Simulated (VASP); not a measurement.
# MgO (Imm2) in VASP: a series of runs

Runs on MgO. Level: r2SCAN. Tasks: single point.

Everything below comes from runs of VASP 6.6.1. Logs are shortened: lines on timing, memory, paths and dates and some standing lists are left out, and cuts for length are marked.

## Step 1: The cell of the first run

Symmetry: Imm2, No. 44, orthorhombic system. Conventional cell: a = 3.020 Å, b = 4.270 Å, c = 3.020 Å, α = 90.00°, β = 90.00°, γ = 90.00°. Within 2.7 Å of Mg (site symmetry mm2) lie 6 O at 2.07 to 2.20 Å. O (site symmetry mm2) has 6 Mg at 2.07 to 2.20 Å within 2.7 Å.

## Step 2: Single point, r2SCAN (all O atoms moved +0.087 Å, as atom 2 along Cartesian [1 1 0])

POSCAR

```
MgO
1.0
    0.0000000000      2.1351500000      2.1351500000
    2.1351500000      0.0000000000      2.1351500000
    2.1351500000      2.1351500000      0.0000000000
Mg O
1 1
Direct
    0.0000000000      0.0000000000      0.0000000000
    0.5000000000      0.5000000000      0.5289777502
```

INCAR.step1

```
PREC = Accurate
ENCUT = 520
ISMEAR = 0
SIGMA = 0.05
LREAL = False
LASPH = True
NELM = 100
NBANDS = 11
GGA = PE
ALGO = Normal
EDIFF = 1E-4
LWAVE = True
LCHARG = False
```

INCAR.step2

```
PREC = Accurate
ENCUT = 520
EDIFF = 1E-6
ISMEAR = 0
SIGMA = 0.05
LREAL = False
LASPH = True
NELM = 100
ALGO = Normal
ISIF = 2
LWAVE = False
LCHARG = False
METAGGA = R2SCAN
LMIXTAU = True
NBANDS = 11
ISTART = 1
```

KPOINTS

```
regular mesh
0
Gamma
  10 10 10
```

Potentials or basis: VASP PAW PBE potentials, release 64 (Mg, O).

Command:

```console
cat potpaw_PBE.64/Mg/POTCAR potpaw_PBE.64/O/POTCAR > POTCAR
cp INCAR.step1 INCAR
mpirun -np 1 vasp_std > vasp.out
cp INCAR.step2 INCAR
mpirun -np 1 vasp_std > vasp.out
```

OUTCAR:

```text
PREC = Accurate
   ENCUT = 520
   EDIFF = 1E-6
   ISMEAR = 0
   LREAL = False
   LASPH = True
   NELM = 100
   ISIF = 2
   METAGGA = R2SCAN
   ISTART = 1

 ion  position               nearest neighbor table
   1  0.000  0.000  0.000-   2 2.07   2 2.07   2 2.14   2 2.14   2 2.20   2 2.20
   2  0.500  0.500  0.529-   1 2.07   1 2.07   1 2.14   1 2.14   1 2.20   1 2.20

  LATTYP: Found a face centered cubic cell.
 ALAT       =     4.2703000000

  Lattice vectors:

 A1 = (   0.0000000000,   2.1351500000,   2.1351500000)
 A2 = (   2.1351500000,   0.0000000000,   2.1351500000)
 A3 = (   2.1351500000,   2.1351500000,   0.0000000000)

Analysis of symmetry for initial positions (statically):
=====================================================================
 Subroutine PRICEL returns:
 Original cell was already a primitive cell.

 Routine SETGRP: Setting up the symmetry group for a
 face centered cubic supercell.

 Subroutine GETGRP returns: Found  4 space group operations
 (whereof  4 operations were pure point group operations)
 out of a pool of 48 trial point group operations.

The static configuration has the point symmetry C_2v.

Analysis of symmetry for dynamics (positions and initial velocities):
=====================================================================
 Subroutine PRICEL returns:
 Original cell was already a primitive cell.

 Routine SETGRP: Setting up the symmetry group for a
 face centered cubic supercell.

 Subroutine GETGRP returns: Found  4 space group operations
 (whereof  4 operations were pure point group operations)
 out of a pool of 48 trial point group operations.

The dynamic configuration has the point symmetry C_2v.

 Subroutine INISYM returns: Found  4 space group operations
 (whereof  4 operations are pure point group operations),
 and found     1 'primitive' translations

----------------------------------------------------------------------------------------

                                     Primitive cell

  volume of cell :      19.4677

  direct lattice vectors                    reciprocal lattice vectors
     0.000000000  2.135150000  2.135150000    -0.234175585  0.234175585  0.234175585
     2.135150000  0.000000000  2.135150000     0.234175585 -0.234175585  0.234175585
     2.135150000  2.135150000  0.000000000     0.234175585  0.234175585 -0.234175585

  length of vectors
     3.019558088  3.019558088  3.019558088     0.405604011  0.405604011  0.405604011

  position of ions in fractional coordinates (direct lattice)
     0.000000000  0.000000000  0.000000000
     0.500000000  0.500000000  0.528977750

  ion indices of the primitive-cell ions
   primitive index   ion index
                 1           1
                 2           2

----------------------------------------------------------------------------------------

 KPOINTS: regular mesh

Automatic generation of k-mesh.
 Grid dimensions read from file:
 generate k-points for:   10   10   10

 Generating k-lattice:

  Cartesian coordinates                     Fractional coordinates (reciprocal lattice)
    -0.023417558  0.023417558  0.023417558     0.100000000  0.000000000  0.000000000
     0.023417558 -0.023417558  0.023417558     0.000000000  0.100000000  0.000000000
     0.023417558  0.023417558 -0.023417558     0.000000000  0.000000000  0.100000000

  Length of vectors
     0.040560401  0.040560401  0.040560401

  Shift w.r.t. Gamma in fractional coordinates (k-lattice)
     0.000000000  0.000000000  0.000000000

 Subroutine IBZKPT returns following result:
 ===========================================

 Found    171 irreducible k-points:

 Following reciprocal coordinates:
            Coordinates               Weight
  0.000000  0.000000  0.000000      1.000000
  0.100000  0.000000  0.000000      4.000000
  0.000000  0.000000  0.100000      4.000000
  0.200000  0.000000  0.000000      4.000000
  0.000000  0.000000  0.200000      4.000000
  0.300000  0.000000  0.000000      4.000000
[... 16 lines left out ...]
  0.000000  0.400000  0.100000      8.000000
  0.100000  0.000000  0.400000      8.000000
 [... further k-points ...]
   k-points           NKPTS =    171   k-points in BZ     NKDIM =    171   number of bands    NBANDS=     11
   number of dos      NEDOS =    301   number of ions     NIONS =      2
   total plane-waves  NPLWV =  13824
   dimension x,y,z NGX =    24 NGY =   24 NGZ =   24
   dimension x,y,z NGXF=    48 NGYF=   48 NGZF=   48
   ions per type =               1   1
   NGX,Y,Z   is equivalent  to a cutoff of  13.21, 13.21, 13.21 a.u.
   NGXF,Y,Z  is equivalent  to a cutoff of  26.43, 26.43, 26.43 a.u.
 SYSTEM =  unknown system
   PREC   = accura    normal or accurate (medium, high low for compatibility)
   ISTART =      1    job   : 0-new  1-cont  2-samecut
   ICHARG =      0    charge: 1-file 2-atom 10-const
   ISPIN  =      1    spin polarized calculation?
   LNONCOLLINEAR =      F non collinear calculations
   LSORBIT =      F    spin-orbit coupling
   LASPH  =      T    aspherical Exc in radial PAW
   ENCUT  =  520.0 eV  38.22 Ry    6.18 a.u.   5.61  5.61  5.61*2*pi/ulx,y,z
   NELM   =    100;   NELMIN=  2; NELMDL=  0     # of ELM steps
   EDIFF  = 0.1E-05   stopping-criterion for ELM
   LREAL  =      F    real-space projection
   EDIFFG = 0.1E-04   stopping-criterion for IOM
   NSW    =      0    number of steps for IOM
   IBRION =     -1    ionic relax: 0-MD 1-quasi-New 2-CG
   NFREE  =      0    steps in history (QN), initial steepest desc. (CG)
   ISIF   =      2    stress and relaxation
   ISYM   =      2    0-nonsym 1-usesym 2-fastsym
   POTIM  = 0.5000    time-step for ionic-motion
   TEBEG  =    0.0;   TEEND  =   0.0 temperature during run
   PSTRESS=    0.0 pullay stress
   NELECT =       8.0000    total number of electrons
   NUPDOWN=      -1.0000    fix difference up-down
   EMIN   =  10.00;   EMAX   =-10.00  energy-range for DOS
   EFERMI =   0.00;   METHOD = LEGACY
   ISMEAR =     0;   SIGMA  =   0.05  broadening in eV -4-tet -1-fermi 0-gaus
   EFERMI_NEDOS =   21; number of points for ismear=-14 and -15
   IALGO  =     38    algorithm
   IMIX   =      4    mixing-type and parameters
     AMIX     =   0.40;   BMIX     =  1.00
     AMIX_MAG =   1.60;   BMIX_MAG =  1.00
  volume/ion in A,a.u.               =       9.73        65.69
  Fermi-wavevector in a.u.,A,eV,Ry     =   1.217119  2.300022 20.155386  1.481379
  Thomas-Fermi vector in A             =   2.352450
   LORBIT       =      0    0 simple, 1 ext, 2 COOP (PROOUT), +10 PAW based schemes
   METAGGA = R2SCAN    functional components
   LHFCALC =     F    Hartree Fock is set to
   AEXX    =    0.0000 exact exchange contribution
   IVDW    =     0    specifies the selected vdW correction
   LEPSILON=     F    determine dielectric tensor
   LRPA    =     F    only Hartree local field effects (RPA)
 non-spin polarized calculation
 Gauss-broadening in eV      SIGMA  =   0.05
  energy-cutoff  :      520.00
  volume of cell :       19.47
 maximum number of plane-waves:       544
   NGX = 11   NGY = 11   NGZ = 11

 number of electron       8.0000000 magnetization

 Free energy of the ion-electron system (eV)
  ---------------------------------------------------
  ext. energy  EPLUGINS =         0.00000000
  ---------------------------------------------------
  free energy    TOTEN  =       -16.11854893 eV

  energy without entropy =      -16.11854893  energy(sigma->0) =      -16.11854893

 E-fermi :   2.8074     XC(G=0): -11.3812

 val. band max:        2.4759457791   @ k =   0.0000   0.0000   0.0000
 cond. band min:       7.6699372816   @ k =   0.0000   0.0000   0.0000
 fundamental gap:      5.1939915025
 Fermi energy:         2.8073595231

 k-point     1 :       0.0000    0.0000    0.0000
  band No.  band energies     occupation
      1     -15.5185      2.00000
      2       2.4628      2.00000
      3       2.4747      2.00000
      4       2.4759      2.00000
      5       7.6699      0.00000
      6      19.0675      0.00000
      7      19.0977      0.00000
      8      19.1138      0.00000
      9      23.0787      0.00000
     10      24.8317      0.00000
     11      24.8423      0.00000

 k-point     2 :       0.1000    0.0000    0.0000
  band No.  band energies     occupation
      1     -15.4224      2.00000
      2       1.8478      2.00000
      3       2.4070      2.00000
      4       2.4163      2.00000
      5       8.2843      0.00000
      6      17.8322      0.00000
      7      19.3204      0.00000
      8      19.3519      0.00000
      9      24.0529      0.00000
     10      24.0577      0.00000
     11      24.7135      0.00000

 k-point     3 :       0.0000    0.0000    0.1000
  band No.  band energies     occupation
      1     -15.4223      2.00000
      2       1.8571      2.00000
      3       2.3987      2.00000
      4       2.4125      2.00000
      5       8.2864      0.00000
      6      17.8590      0.00000
      7      19.3024      0.00000
      8      19.3398      0.00000
      9      24.0487      0.00000
     10      24.0667      0.00000
     11      24.7161      0.00000

 k-point     4 :       0.2000    0.0000    0.0000
  band No.  band energies     occupation
      1     -15.1591      2.00000
      2       0.5794      2.00000
      3       2.2450      2.00000
      4       2.2547      2.00000
      5       9.4984      0.00000
      6      16.3017      0.00000
      7      19.7702      0.00000
      8      19.7928      0.00000
      9      23.3523      0.00000
     10      23.3791      0.00000
     11      25.5373      0.00000

 k-point     5 :       0.0000    0.0000    0.2000
  band No.  band energies     occupation
      1     -15.1591      2.00000
      2       0.5854      2.00000
      3       2.2358      2.00000
      4       2.2499      2.00000
      5       9.5042      0.00000
      6      16.3239      0.00000
      7      19.7606      0.00000
      8      19.7927      0.00000
      9      23.3503      0.00000
     10      23.3605      0.00000
     11      25.5350      0.00000
[... 211 lines left out ...]
 k-point    21 :       0.1000    0.1000   -0.2000
  band No.  band energies     occupation
      1     -14.8661      2.00000
      2      -0.3106      2.00000
      3       1.9484      2.00000
      4       1.9551      2.00000
      5      10.6299      0.00000
      6      15.4064      0.00000
      7      19.3333      0.00000
      8      20.0133      0.00000
      9      22.1483      0.00000
     10      25.0458      0.00000
     11      26.4357      0.00000

 k-point    22 :       0.4000    0.1000    0.0000
  band No.  band energies     occupation
      1     -14.5422      2.00000
      2      -1.2820      2.00000
      3       1.7043      2.00000
      4       1.8284      2.00000
      5      11.2778      0.00000
      6      15.3445      0.00000
      7      18.6685      0.00000
      8      20.0062      0.00000
      9      23.3750      0.00000
     10      25.7077      0.00000
     11      26.1685      0.00000

 k-point    23 :       0.0000    0.4000    0.1000
  band No.  band energies     occupation
      1     -14.5423      2.00000
      2      -1.2809      2.00000
      3       1.7121      2.00000
      4       1.8212      2.00000
      5      11.2740      0.00000
      6      15.3431      0.00000
      7      18.7272      0.00000
      8      19.9166      0.00000
      9      23.4337      0.00000
     10      25.7932      0.00000
     11      26.0448      0.00000

 k-point    24 :       0.1000    0.0000    0.4000
  band No.  band energies     occupation
      1     -14.5420      2.00000
      2      -1.2787      2.00000
      3       1.6987      2.00000
      4       1.8191      2.00000
      5      11.2852      0.00000
      6      15.3622      0.00000
      7      18.7352      0.00000
      8      19.9318      0.00000
      9      23.3751      0.00000
     10      25.7942      0.00000
     11      26.0477      0.00000

 [... further k-points ...]
[... 5 lines left out ...]
  --------------------------------------------------------------------------------------
  -------------------------------------------------------------------------------------
  Total       -0.8670884     -0.8670884     -1.0100891     -0.0164577      0.0000000      0.0000000
  in kB      -71.3606473    -71.3606473    -83.1294884     -1.3544543      0.0000000      0.0000000
  external PRESSURE =     -75.2835943 kB  Pullay stress =       0.0000000 kB

 VOLUME and BASIS-vectors are now :
 -----------------------------------------------------------------------------
  energy-cutoff  :      520.00
  volume of cell :       19.47
      direct lattice vectors                 reciprocal lattice vectors
     0.000000000  2.135150000  2.135150000    -0.234175585  0.234175585  0.234175585
     2.135150000  0.000000000  2.135150000     0.234175585 -0.234175585  0.234175585
     2.135150000  2.135150000  0.000000000     0.234175585  0.234175585 -0.234175585

 POSITION                                       TOTAL-FORCE (eV/Angst)
 -----------------------------------------------------------------------------------
      0.00000      0.00000      0.00000         0.281423      0.281423      0.000000
      2.19702      2.19702      2.13515        -0.281423     -0.281423      0.000000
 -----------------------------------------------------------------------------------
    total drift:                                0.000344      0.000344     -0.000003

  FREE ENERGIE OF THE ION-ELECTRON SYSTEM (eV)
  ---------------------------------------------------
  free  energy   TOTEN  =       -16.1185489272 eV

  energy  without entropy=      -16.1185489272  energy(sigma->0) =      -16.11854893
```

Run time: 51 s. Hardware: 1 thread of Intel Xeon 6975P-C (Granite Rapids), shared host; peak memory 0.17 GiB.

Results:

```yaml
Free_energy: -16.1185 eV
Pressure: -7.5 GPa
Largest_force: 0.398 eV/Å
Band_gap_on_the_k_mesh: 5.19 eV, direct
```

Forces in eV/Å, atoms in the order of the input:
```
Mg   0.281  0.281  0.000
O   -0.281 -0.281  0.000
```

Caveat: the cell differs from its parent crystal (all O atoms moved +0.087 Å, as atom 2 along Cartesian [1 1 0]); the PAW data sets were made with another functional, which shifts forces and pressure a little.

## Step 3: Single point, r2SCAN (all O atoms moved +0.062 Å, as atom 2 along Cartesian [1 1 0])

Changes to POSCAR since step 2:

```diff
@@ -9,2 +9,2 @@
     0.0000000000      0.0000000000      0.0000000000
-    0.5000000000      0.5000000000      0.5289777502
+    0.5000000000      0.5000000000      0.5206983930
```

INCAR.step1

```
SYSTEM = MgO
ALGO     = Normal         ! electronic algorithm
EDIFF    = 1E-4           ! SCF threshold, eV
ENCUT    = 520            ! plane-wave cutoff, eV
GGA      = PE             ! functional
ISMEAR   = 0              ! smearing method
LASPH    = .True.         ! aspherical terms in the spheres
LCHARG   = .False.        ! write CHGCAR
LREAL    = .False.        ! projectors in reciprocal space
LWAVE    = .True.         ! write WAVECAR
NBANDS   = 11             ! bands
NELM     = 60             ! most SCF steps
PREC     = Accurate       ! precision mode
SIGMA    = 0.05           ! smearing width, eV
```

INCAR.step2

```
SYSTEM = MgO
ALGO     = Normal         ! electronic algorithm
EDIFF    = 1E-7           ! SCF threshold, eV
ENCUT    = 520            ! plane-wave cutoff, eV
ISIF     = 2              ! what is computed and relaxed
ISMEAR   = 0              ! smearing method
ISTART   = 1            
LASPH    = .True.         ! aspherical terms in the spheres
LCHARG   = .False.        ! write CHGCAR
LMIXTAU  = .True.       
LREAL    = .False.        ! projectors in reciprocal space
LWAVE    = .False.        ! write WAVECAR
METAGGA  = R2SCAN         ! meta-GGA
NBANDS   = 11             ! bands
NELM     = 60             ! most SCF steps
PREC     = Accurate       ! precision mode
SIGMA    = 0.05           ! smearing width, eV
```

KPOINTS

```
k-points
0
Gamma
  10 10 10
  0 0 0
```

Potentials or basis: VASP PAW PBE potentials, release 64 (Mg, O).

Command:

```console
cat potpaw_PBE.64/Mg/POTCAR potpaw_PBE.64/O/POTCAR > POTCAR
cp INCAR.step1 INCAR
mpirun -np 1 vasp_std > vasp.out
cp INCAR.step2 INCAR
mpirun -np 1 vasp_std > vasp.out
```

Run time: 65 s. Hardware: 1 thread of Intel Xeon 6975P-C (Granite Rapids), shared host; peak memory 0.17 GiB.

Results (log left out):

- Free energy: -16.1270 eV
- Pressure: -7.9 GPa
- Largest force: 0.283 eV/Å
- Band gap on the k mesh: 5.20 eV, direct

Forces on the atoms (eV/Å):
```
Mg   0.200  0.200  0.000
O   -0.200 -0.200  0.000
```

Stress tensor (GPa, compression positive):
```
-7.66 -0.06  0.00
-0.06 -7.66  0.00
 0.00  0.00 -8.25
```

Levels at points of the mesh, in eV from the valence-band top:
```
           k point  band 1  band 2  band 3  band 4  band 5  band 6  band 7  band 8  band 9
(0.00, 0.00, 0.00)  -18.00   -0.01    0.00    0.00    5.20   16.59   16.61   16.61   20.61
(0.50, 0.00, 0.00)  -16.85   -4.43   -0.63   -0.62    8.53   13.29   16.98   17.01   21.72
(0.00, 0.00, 0.50)  -16.85   -4.43   -0.63   -0.62    8.53   13.31   16.99   17.00   21.73
(0.50, 0.50, 0.00)  -16.61   -3.93   -1.32   -1.31    9.98   10.58   13.84   19.71   19.76
(0.00, 0.50, 0.50)  -16.61   -3.93   -1.32   -1.32    9.98   10.58   13.84   19.72   19.74
```

Caveat: the cell differs from its parent crystal (all O atoms moved +0.062 Å, as atom 2 along Cartesian [1 1 0]); the PAW data sets were made with another functional, which shifts forces and pressure a little.

## Step 4: Single point, r2SCAN (all O atoms moved +0.037 Å, as atom 2 along Cartesian [1 1 0])

Changes to POSCAR since step 3:

```diff
@@ -9,2 +9,2 @@
     0.0000000000      0.0000000000      0.0000000000
-    0.5000000000      0.5000000000      0.5206983930
+    0.5000000000      0.5000000000      0.5124190358
```

INCAR.step1

```
SYSTEM = MgO
PREC = Accurate
ENCUT = 520
ISMEAR = 0
SIGMA = 0.05
LREAL = .False.
LASPH = .True.
NELM = 80
NBANDS = 11
GGA = PE
ALGO = Normal
EDIFF = 1E-4
LWAVE = .True.
LCHARG = .False.
```

INCAR.step2

```
SYSTEM = MgO
PREC = Accurate
ENCUT = 520
EDIFF = 1E-6
ISMEAR = 0
SIGMA = 0.05
LREAL = .False.
LASPH = .True.
NELM = 80
ALGO = Normal
ISIF = 2
LWAVE = .False.
LCHARG = .False.
METAGGA = R2SCAN
LMIXTAU = .True.
NBANDS = 11
ISTART = 1
```

KPOINTS

```
Automatic mesh
0
Gamma
  10 10 10
  0 0 0
```

Command:

```console
cat potpaw_PBE.64/Mg/POTCAR potpaw_PBE.64/O/POTCAR > POTCAR
cp INCAR.step1 INCAR
mpirun -np 1 vasp_std > vasp.out
cp INCAR.step2 INCAR
mpirun -np 1 vasp_std > vasp.out
```

Wall time 46 s (1 thread of Intel Xeon 6975P-C (Granite Rapids), shared host); peak memory 0.17 GiB.

Results (log left out):

```yaml
Free_energy: -16.1326 eV
Pressure: -8.1 GPa
Largest_force: 0.169 eV/Å
Band_gap_on_the_k_mesh: 5.20 eV, direct
```

Forces on the atoms (eV/Å):
```
Mg   0.120  0.120  0.000
O   -0.120 -0.120  0.000
```

Stress tensor (GPa, compression positive):
```
-7.99 -0.02  0.00
-0.02 -7.99  0.00
 0.00  0.00 -8.21
```

Levels at points of the mesh, in eV from the valence-band top:
```
           k point  band 2  band 3  band 4  band 5  band 6  band 7
(0.00, 0.00, 0.00)    0.00    0.00    0.00    5.20   16.59   16.59
(0.50, 0.00, 0.00)   -4.43   -0.63   -0.63    8.53   13.31   16.98
(0.00, 0.00, 0.50)   -4.43   -0.63   -0.63    8.53   13.31   16.99
(0.50, 0.50, 0.00)   -3.93   -1.32   -1.32    9.97   10.60   13.83
(0.00, 0.50, 0.50)   -3.93   -1.32   -1.32    9.97   10.59   13.84
```

Caveat: the cell differs from its parent crystal (all O atoms moved +0.037 Å, as atom 2 along Cartesian [1 1 0]); the PAW data sets were made with another functional, which shifts forces and pressure a little.

[end of part 1 of 2]
